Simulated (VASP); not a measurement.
# MgO (Imm2) in VASP: notebook, part 2 of 3

VASP 6.6.1. Earlier steps stand in the parts before.

## Step 3: Single point, PBE (all O atoms moved +0.062 Å, as atom 2 along Cartesian [1 1 0])

Contents of INCAR:

```
PREC = Accurate ; ENCUT = 840
EDIFF = 1E-6 ; ISMEAR = 0
SIGMA = 0.05 ; LREAL = False
LASPH = True ; NELM = 120
ALGO = Normal ; ISIF = 2
LWAVE = False ; LCHARG = False
GGA = PE ; NBANDS = 15
GGA_COMPAT = False
```

Contents of KPOINTS:

```
Automatic mesh
0
Gamma
  10 10 10
```

Contents of POSCAR:

```
MgO
1.0
    0.0000000000      2.1351500000      2.1351500000
    2.1351500000      0.0000000000      2.1351500000
    2.1351500000      2.1351500000      0.0000000000
Mg O
1 1
Direct
    0.0000000000      0.0000000000      0.0000000000
    0.5000000000      0.5000000000      0.5206983930
```

Potentials or basis: VASP PAW PBE potentials, release 64 (Mg_sv, O).

Run with:

```sh
$ cat potpaw_PBE.64/Mg_sv/POTCAR potpaw_PBE.64/O/POTCAR > POTCAR
$ mpirun -np 1 vasp_std > vasp.out
```

OUTCAR:

```text
PREC = Accurate
   ENCUT = 840
   EDIFF = 1E-6
   ISMEAR = 0
   LREAL = False
   LASPH = True
   NELM = 120
   ISIF = 2
   GGA = PE

 ion  position               nearest neighbor table
   1  0.000  0.000  0.000-   2 2.09   2 2.09
   2  0.500  0.500  0.521-   1 2.09   1 2.09

  LATTYP: Found a face centered cubic cell.
 ALAT       =     4.2703000000

  Lattice vectors:

 A1 = (   0.0000000000,   2.1351500000,   2.1351500000)
 A2 = (   2.1351500000,   0.0000000000,   2.1351500000)
 A3 = (   2.1351500000,   2.1351500000,   0.0000000000)

Analysis of symmetry for initial positions (statically):
=====================================================================
 Subroutine PRICEL returns:
 Original cell was already a primitive cell.

 Routine SETGRP: Setting up the symmetry group for a
 face centered cubic supercell.

 Subroutine GETGRP returns: Found  4 space group operations
 (whereof  4 operations were pure point group operations)
 out of a pool of 48 trial point group operations.

The static configuration has the point symmetry C_2v.

Analysis of symmetry for dynamics (positions and initial velocities):
=====================================================================
 Subroutine PRICEL returns:
 Original cell was already a primitive cell.

 Routine SETGRP: Setting up the symmetry group for a
 face centered cubic supercell.

 Subroutine GETGRP returns: Found  4 space group operations
 (whereof  4 operations were pure point group operations)
 out of a pool of 48 trial point group operations.

The dynamic configuration has the point symmetry C_2v.

 Subroutine INISYM returns: Found  4 space group operations
 (whereof  4 operations are pure point group operations),
 and found     1 'primitive' translations

----------------------------------------------------------------------------------------

                                     Primitive cell

  volume of cell :      19.4677

  direct lattice vectors                    reciprocal lattice vectors
     0.000000000  2.135150000  2.135150000    -0.234175585  0.234175585  0.234175585
     2.135150000  0.000000000  2.135150000     0.234175585 -0.234175585  0.234175585
     2.135150000  2.135150000  0.000000000     0.234175585  0.234175585 -0.234175585

  length of vectors
     3.019558088  3.019558088  3.019558088     0.405604011  0.405604011  0.405604011

  position of ions in fractional coordinates (direct lattice)
     0.000000000  0.000000000  0.000000000
     0.500000000  0.500000000  0.520698393

  ion indices of the primitive-cell ions
   primitive index   ion index
                 1           1
                 2           2

----------------------------------------------------------------------------------------

 KPOINTS: Automatic mesh

Automatic generation of k-mesh.
 Grid dimensions read from file:
 generate k-points for:   10   10   10

 Generating k-lattice:

  Cartesian coordinates                     Fractional coordinates (reciprocal lattice)
    -0.023417558  0.023417558  0.023417558     0.100000000  0.000000000  0.000000000
     0.023417558 -0.023417558  0.023417558     0.000000000  0.100000000  0.000000000
     0.023417558  0.023417558 -0.023417558     0.000000000  0.000000000  0.100000000

  Length of vectors
     0.040560401  0.040560401  0.040560401

  Shift w.r.t. Gamma in fractional coordinates (k-lattice)
     0.000000000  0.000000000  0.000000000

 Subroutine IBZKPT returns following result:
 ===========================================

 Found    171 irreducible k-points:

 Following reciprocal coordinates:
            Coordinates               Weight
  0.000000  0.000000  0.000000      1.000000
  0.100000  0.000000  0.000000      4.000000
  0.000000  0.000000  0.100000      4.000000
  0.200000  0.000000  0.000000      4.000000
  0.000000  0.000000  0.200000      4.000000
  0.300000  0.000000  0.000000      4.000000
[... 16 lines left out ...]
  0.000000  0.400000  0.100000      8.000000
  0.100000  0.000000  0.400000      8.000000
 [... further k-points ...]
   k-points           NKPTS =    171   k-points in BZ     NKDIM =    171   number of bands    NBANDS=     15
   number of dos      NEDOS =    301   number of ions     NIONS =      2
   total plane-waves  NPLWV =  27000
   dimension x,y,z NGX =    30 NGY =   30 NGZ =   30
   dimension x,y,z NGXF=    60 NGYF=   60 NGZF=   60
   ions per type =               1   1
   NGX,Y,Z   is equivalent  to a cutoff of  16.52, 16.52, 16.52 a.u.
   NGXF,Y,Z  is equivalent  to a cutoff of  33.03, 33.03, 33.03 a.u.
 SYSTEM =  unknown system
   PREC   = accura    normal or accurate (medium, high low for compatibility)
   ISTART =      0    job   : 0-new  1-cont  2-samecut
   ICHARG =      2    charge: 1-file 2-atom 10-const
   ISPIN  =      1    spin polarized calculation?
   LNONCOLLINEAR =      F non collinear calculations
   LSORBIT =      F    spin-orbit coupling
   LASPH  =      T    aspherical Exc in radial PAW
   ENCUT  =  840.0 eV  61.74 Ry    7.86 a.u.   7.14  7.14  7.14*2*pi/ulx,y,z
   NELM   =    120;   NELMIN=  2; NELMDL= -5     # of ELM steps
   EDIFF  = 0.1E-05   stopping-criterion for ELM
   LREAL  =      F    real-space projection
[... 7 lines left out ...]
   TEBEG  =    0.0;   TEEND  =   0.0 temperature during run
   PSTRESS=    0.0 pullay stress
   NELECT =      16.0000    total number of electrons
   NUPDOWN=      -1.0000    fix difference up-down
   EMIN   =  10.00;   EMAX   =-10.00  energy-range for DOS
   EFERMI =   0.00;   METHOD = LEGACY
   ISMEAR =     0;   SIGMA  =   0.05  broadening in eV -4-tet -1-fermi 0-gaus
   EFERMI_NEDOS =   21; number of points for ismear=-14 and -15
   IALGO  =     38    algorithm
   IMIX   =      4    mixing-type and parameters
     AMIX     =   0.40;   BMIX     =  1.00
     AMIX_MAG =   1.60;   BMIX_MAG =  1.00
  volume/ion in A,a.u.               =       9.73        65.69
  Fermi-wavevector in a.u.,A,eV,Ry     =   1.533474  2.897846 31.994681  2.351543
  Thomas-Fermi vector in A             =   2.640536
   LORBIT       =      0    0 simple, 1 ext, 2 COOP (PROOUT), +10 PAW based schemes
   GGA     = PE    functional components
   LHFCALC =     F    Hartree Fock is set to
   AEXX    =    0.0000 exact exchange contribution
   IVDW    =     0    specifies the selected vdW correction
   LEPSILON=     F    determine dielectric tensor
   LRPA    =     F    only Hartree local field effects (RPA)
 non-spin polarized calculation
 Gauss-broadening in eV      SIGMA  =   0.05
  energy-cutoff  :      840.00
  volume of cell :       19.47
 maximum number of plane-waves:      1091
 NGX is ok and might be reduce to    30
   NGX = 15   NGY = 15   NGZ = 15

 number of electron      15.9999993 magnetization

 Free energy of the ion-electron system (eV)
  ---------------------------------------------------
  ext. energy  EPLUGINS =         0.00000000
  ---------------------------------------------------
  free energy    TOTEN  =       -11.87540096 eV

  energy without entropy =      -11.87540096  energy(sigma->0) =      -11.87540096

 E-fermi :   2.9881     XC(G=0): -11.1840

 val. band max:        2.6230057733   @ k =   0.0000   0.0000   0.0000
 cond. band min:       6.9720928820   @ k =   0.0000   0.0000   0.0000
 fundamental gap:      4.3490871087
 Fermi energy:         2.9881492091

 k-point     1 :       0.0000    0.0000    0.0000
  band No.  band energies     occupation
      1     -69.7832      2.00000
      2     -36.5133      2.00000
      3     -36.5128      2.00000
      4     -36.5120      2.00000
      5     -14.4204      2.00000
      6       2.6165      2.00000
      7       2.6225      2.00000
      8       2.6230      2.00000
      9       6.9721      0.00000
     10      18.1958      0.00000
     11      18.2111      0.00000
     12      18.2186      0.00000
     13      21.9938      0.00000
     14      23.7417      0.00000
     15      23.7458      0.00000
[... 397 lines left out ...]
 k-point    24 :       0.1000    0.0000    0.4000
  band No.  band energies     occupation
      1     -69.7771      2.00000
      2     -36.5727      2.00000
      3     -36.5222      2.00000
      4     -36.5212      2.00000
      5     -13.3978      2.00000
      6      -1.1391      2.00000
      7       1.8593      2.00000
      8       1.9820      2.00000
      9      10.5372      0.00000
     10      14.4299      0.00000
     11      17.7904      0.00000
     12      18.9562      0.00000
     13      22.2480      0.00000
     14      24.5730      0.00000
     15      24.7683      0.00000

 [... further k-points ...]
[... 5 lines left out ...]
  --------------------------------------------------------------------------------------
  -------------------------------------------------------------------------------------
  Total       -0.1388435     -0.1388435     -0.2115551     -0.0100686      0.0000000      0.0000000
  in kB      -11.4267041    -11.4267041    -17.4108066     -0.8286375      0.0000000      0.0000000
  external PRESSURE =     -13.4214049 kB  Pullay stress =       0.0000000 kB

 VOLUME and BASIS-vectors are now :
 -----------------------------------------------------------------------------
  energy-cutoff  :      840.00
  volume of cell :       19.47
      direct lattice vectors                 reciprocal lattice vectors
     0.000000000  2.135150000  2.135150000    -0.234175585  0.234175585  0.234175585
     2.135150000  0.000000000  2.135150000     0.234175585 -0.234175585  0.234175585
     2.135150000  2.135150000  0.000000000     0.234175585  0.234175585 -0.234175585

 POSITION                                       TOTAL-FORCE (eV/Angst)
 -----------------------------------------------------------------------------------
      0.00000      0.00000      0.00000         0.202542      0.202542     -0.000000
      2.17934      2.17934      2.13515        -0.202542     -0.202542      0.000000
 -----------------------------------------------------------------------------------
    total drift:                               -0.000424     -0.000424     -0.000000

  FREE ENERGIE OF THE ION-ELECTRON SYSTEM (eV)
  ---------------------------------------------------
  free  energy   TOTEN  =       -11.8754009559 eV

  energy  without entropy=      -11.8754009559  energy(sigma->0) =      -11.87540096
```

OSZICAR:

```text
N       E                     dE             d eps       ncg     rms          rms(c)
DAV:   1     0.159637716192E+03    0.15964E+03   -0.13510E+04  5130   0.176E+03
DAV:   2    -0.774151405093E+01   -0.16738E+03   -0.15853E+03  6180   0.435E+02
DAV:   3    -0.133825511306E+02   -0.56410E+01   -0.56128E+01  6732   0.769E+01
DAV:   4    -0.134758339686E+02   -0.93283E-01   -0.93272E-01  5830   0.960E+00
DAV:   5    -0.134776727082E+02   -0.18387E-02   -0.18387E-02  6631   0.112E+00    0.862E+00
DAV:   6    -0.119011015273E+02    0.15766E+01   -0.26554E+00  5571   0.148E+01    0.290E+00
DAV:   7    -0.118868864002E+02    0.14215E-01   -0.13436E-01  6019   0.341E+00    0.175E+00
DAV:   8    -0.118763928218E+02    0.10494E-01   -0.40249E-02  6376   0.229E+00    0.342E-01
DAV:   9    -0.118751993195E+02    0.11935E-02   -0.37802E-03  5837   0.573E-01    0.997E-02
DAV:  10    -0.118754091950E+02   -0.20988E-03   -0.31156E-04  6243   0.192E-01    0.468E-02
DAV:  11    -0.118754008339E+02    0.83611E-05   -0.29434E-05  6460   0.562E-02    0.415E-03
DAV:  12    -0.118754009559E+02   -0.12201E-06   -0.56839E-07  4728   0.104E-02
   1 F= -.11875401E+02 E0= -.11875401E+02  d E =-.393020E-27
```

stdout:

```text
POSCAR found type information on POSCAR MgO
 POSCAR found :  2 types and       2 ions
 scaLAPACK will be used
 LDA part: xc-table for (Slater+PW92), standard interpolation
 POSCAR, INCAR and KPOINTS ok, starting setup
 FFT: planning ... GRIDC
 FFT: planning ... GRID_SOFT
 FFT: planning ... GRID
 WAVECAR not read
 entering main loop
```

Wall time 52 s (1 thread of AMD EPYC 9R45 (Zen 5), shared host); peak memory 0.2 GiB.

What came out:

* Free energy: -11.8754 eV
* Pressure: -1.3 GPa
* Largest force: 0.286 eV/Å
* Band gap on the k mesh: 4.35 eV

Forces in eV/Å, atoms in the order of the input:
```
Mg   0.203  0.203  0.000
O   -0.203 -0.203  0.000
```

Stress tensor (GPa, compression positive):
```
-1.14 -0.08  0.00
-0.08 -1.14  0.00
 0.00  0.00 -1.74
```

Caveat: the cell differs from its parent crystal (all O atoms moved +0.062 Å, as atom 2 along Cartesian [1 1 0]).

## Step 4: Single point, PBE (all O atoms moved +0.013 Å, as atom 2 along Cartesian [1 1 0])

Contents of INCAR:

```
SYSTEM = MgO
PREC = Accurate
ENCUT = 840
EDIFF = 1E-6
ISMEAR = 0
SIGMA = 0.05
LREAL = .False.
LASPH = .True.
NELM = 120
ALGO = Normal
ISIF = 2
LWAVE = .False.
LCHARG = .False.
GGA = PE
NBANDS = 15
GGA_COMPAT = .False.
```

Contents of KPOINTS:

```
regular mesh
0
Gamma
  10 10 10
  0 0 0
```

POSCAR: that of step 3 with these lines changed.

```diff
@@ -9,2 +9,2 @@
     0.0000000000      0.0000000000      0.0000000000
-    0.5000000000      0.5000000000      0.5206983930
+    0.5000000000      0.5000000000      0.5041396786
```

Run with:

```sh
$ cat potpaw_PBE.64/Mg_sv/POTCAR potpaw_PBE.64/O/POTCAR > POTCAR
$ mpirun -np 1 vasp_std > vasp.out
```

Run time: 52 s. Hardware: 1 thread of AMD EPYC 9R45 (Zen 5), shared host; peak memory 0.2 GiB.

Results (log left out):

| Item | Value |
| --- | --- |
| Free energy | -11.8840 eV |
| Pressure | -1.7 GPa |
| Largest force | 0.057 eV/Å |
| Band gap on the k mesh | 4.35 eV |

Forces on the atoms (eV/Å):
```
Mg   0.040  0.040  0.000
O   -0.040 -0.040  0.000
```

Levels at points of the mesh, in eV from the valence-band top:
```
           k point  band 5  band 6  band 7  band 8  band 9  band 10  band 11  band 12
(0.00, 0.00, 0.00)  -17.04    0.00    0.00    0.00    4.35    15.57    15.57    15.57
(0.50, 0.00, 0.00)  -15.84   -4.43   -0.61   -0.61    7.65    12.15    15.91    15.91
(0.00, 0.00, 0.50)  -15.84   -4.43   -0.61   -0.61    7.65    12.15    15.91    15.91
(0.50, 0.50, 0.00)  -15.63   -3.89   -1.28   -1.28    9.07     9.56    12.67    18.37
(0.00, 0.50, 0.50)  -15.63   -3.89   -1.28   -1.28    9.07     9.56    12.67    18.37
```

Caveat: the cell differs from its parent crystal (all O atoms moved +0.013 Å, as atom 2 along Cartesian [1 1 0]).

## Step 5: Single point, PBE (all O atoms moved +0.025 Å, as atom 2 along Cartesian [1 1 0])

Contents of INCAR:

```
PREC = Accurate
ENCUT = 840
EDIFF = 1E-6
ISMEAR = 0
SIGMA = 0.05
LREAL = F
LASPH = T
NELM = 120
ALGO = Normal
ISIF = 2
LWAVE = F
LCHARG = T
GGA = PE
LELF = T
LVHAR = T
NBANDS = 15
GGA_COMPAT = F
```

Contents of KPOINTS:

```
Automatic mesh
0
Gamma
  10 10 10
```

POSCAR: that of step 4 with these lines changed.

```diff
@@ -9,2 +9,2 @@
     0.0000000000      0.0000000000      0.0000000000
-    0.5000000000      0.5000000000      0.5041396786
+    0.5000000000      0.5000000000      0.5082793572
```

Run with:

```sh
$ cat potpaw_PBE.64/Mg_sv/POTCAR potpaw_PBE.64/O/POTCAR > POTCAR
$ mpirun -np 1 vasp_std > vasp.out
```

It took 37 s on 1 thread of AMD EPYC 9R45 (Zen 5), shared host; peak memory 0.2 GiB.

The run converged. Its results:

```yaml
Free_energy: -11.8829 eV
Pressure: -1.6 GPa
Largest_force: 0.114 eV/Å
Band_gap_on_the_k_mesh: 4.35 eV
```

Forces on the atoms (eV/Å):
```
Mg   0.081  0.081  0.000
O   -0.081 -0.081  0.000
```

Stress tensor (GPa, compression positive):
```
-1.59 -0.01  0.00
-0.01 -1.59  0.00
 0.00  0.00 -1.68
```

Levels at points of the mesh, in eV from the valence-band top:
| k point | band 5 | band 6 | band 7 | band 8 | band 9 | band 10 | band 11 | band 12 |
| --- | --- | --- | --- | --- | --- | --- | --- | --- |
| (0.00, 0.00, 0.00) | -17.04 | 0.00 | 0.00 | 0.00 | 4.35 | 15.57 | 15.57 | 15.58 |
| (0.50, 0.00, 0.00) | -15.84 | -4.43 | -0.61 | -0.61 | 7.65 | 12.15 | 15.91 | 15.92 |
| (0.00, 0.00, 0.50) | -15.84 | -4.43 | -0.61 | -0.61 | 7.65 | 12.15 | 15.91 | 15.91 |
| (0.50, 0.50, 0.00) | -15.63 | -3.89 | -1.28 | -1.28 | 9.07 | 9.56 | 12.67 | 18.37 |
| (0.00, 0.50, 0.50) | -15.63 | -3.89 | -1.28 | -1.28 | 9.07 | 9.56 | 12.67 | 18.37 |

Caveat: the cell differs from its parent crystal (all O atoms moved +0.025 Å, as atom 2 along Cartesian [1 1 0]).

[end of part 2 of 3]
